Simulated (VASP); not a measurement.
## O: single point with PBE+D3(BJ)

O:

```
O
1.0
     1.74513    1.00755    3.84599
    -1.74513    1.00755    3.84599
     0.00000   -2.01510    3.84599
O
2
Direct
  0.94720 0.94720 0.94720
  0.05280 0.05280 0.05280
```

```
Program                : VASP 6.6.1
Task                   : single point
Functional             : PBE
Dispersion             : D3(BJ)
Potentials or basis    : VASP PAW PBE potentials, release 64 (O)
Cutoff                 : 520 eV
k mesh                 : 9 × 9 × 9
Occupations            : gaussian, width 0.02 eV
Spin                   : collinear spin, ferromagnetic start
Starting moments       : [0.61, 0.61] μB
Dipole correction      : no
Further INCAR settings : ALGO = Normal; EDIFF = 1e-06; NBANDS = 17
```

The pressure is 1.7 GPa, the largest force is 1.147 eV/Å and the band gap on the k mesh is 1.53 eV (least direct gap 1.57 eV). The net moment is 2.00 μB per cell. The site moments are O +0.81 μB, the valence electrons inside the program's atomic spheres are O 4.91 and the dispersion energy per atom is -0.037 eV.

Forces in eV/Å, atoms in the order of the input:
```
O    0.000  0.000 -1.147
O    0.000  0.000  1.147
```

Stress tensor (GPa, compression positive):
```
-0.13  0.00  0.00
 0.00 -0.13  0.00
 0.00  0.00  5.24
```

Levels at points of the mesh, in eV from the valence-band top:
Spin up:
| k point | band 5 | band 6 | band 7 | band 8 | band 9 | band 10 |
| --- | --- | --- | --- | --- | --- | --- |
| (0.00, 0.00, 0.00) | -6.56 | -0.11 | -0.11 | 6.47 | 10.71 | 13.33 |
Spin down:
```csv
k point,band 3,band 4,band 5,band 6,band 7,band 8
"(0.00, 0.00, 0.00)",-6.46,-4.62,-4.62,2.27,2.27,6.85
```

It took 98 s on 1 thread of Oxide Virtual Turin-like Processor, with other jobs on the host, peak memory 0.21 GiB.

Caveat: the standard files for N, O and F lose accuracy on very short bonds; the stress differs along the axes, from -0 to 5 GPa; forces of over 1 eV/Å act on the atoms, so gaps and moduli don't describe the material at rest. A k mesh can miss the band edges.
